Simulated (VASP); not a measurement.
Set up this calculation in VASP 6.6.1, as the native input.

- Task: single point
- Functional: r2SCAN
- Potentials or basis: VASP PAW PBE potentials, release 64 (Cd, H)
- Cutoff: 520 eV
- k mesh: 4 × 4 × 4
- Occupations: gaussian, width 0.02 eV
- Spin: no spin polarisation
- Dipole correction: no
- Further INCAR settings: ALGO = Normal; EDIFF = 1e-06; NBANDS = 18

CdH6:

```xyz
7
Lattice="5.8380 0.0654 0.0238 0.2079 5.9604 0.1167 0.0733 0.2071 5.8669" Properties=species:S:1:pos:R:3 pbc="T T T"
Cd    6.0019    5.7105    0.3149
H     3.2344    0.6673    2.6882
H     2.8059    1.0641    3.1608
H     0.0488    2.5350    3.4447
H     0.2317    3.0671    2.9465
H     3.2322    2.4551   -0.1248
H     2.8026    3.1998    5.5916
```

These files were run (other wordings do the same):

POSCAR

```
CdH6
1.0
    5.8379822988      0.0654198507      0.0237512252
    0.2079212741      5.9604369438      0.1166819533
    0.0732759477      0.2070968627      5.8668653082
Cd H
1 6
Direct
    0.9940011891      0.9460897051      0.0308397276
    0.5451134453      0.0901844844      0.4542065128
    0.4684100856      0.1548433157      0.5337811034
   -0.0133413828      0.4053311220      0.5791292671
    0.0157993190      0.4972906931      0.4922659985
    0.5395467490      0.4070749356     -0.0315581407
    0.4504705946      0.4991857441      0.9413355312
```

INCAR.step1

```
PREC = Accurate
ENCUT = 520
ISMEAR = 0
SIGMA = 0.02
LREAL = False
LASPH = True
NELM = 80
NBANDS = 18
GGA = PE
ALGO = Normal
EDIFF = 1E-4
LWAVE = True
LCHARG = False
```

INCAR.step2

```
PREC = Accurate
ENCUT = 520
EDIFF = 1E-6
ISMEAR = 0
SIGMA = 0.02
LREAL = False
LASPH = True
NELM = 80
ALGO = Normal
ISIF = 2
LWAVE = False
LCHARG = False
METAGGA = R2SCAN
LMIXTAU = True
NBANDS = 18
ISTART = 1
```

KPOINTS

```
regular mesh
0
Gamma
  4 4 4
```

Potentials or basis: VASP PAW PBE potentials, release 64 (Cd, H).

Launch:

```sh
$ cat potpaw_PBE.64/Cd/POTCAR potpaw_PBE.64/H/POTCAR > POTCAR
$ cp INCAR.step1 INCAR
$ mpirun -np 1 vasp_std > vasp.out
$ cp INCAR.step2 INCAR
$ mpirun -np 1 vasp_std > vasp.out
```

It gave:

The pressure is -0.3 GPa, the largest force is 0.304 eV/Å and the band gap on the k mesh is 3.81 eV.

Caveat: the PAW data sets were made with another functional, which shifts forces and pressure a little.

It took 4.5 min on 1 thread of Intel(R) Xeon(R) Platinum 8488C (Sapphire Rapids), on a shared host, peak memory 0.42 GiB.
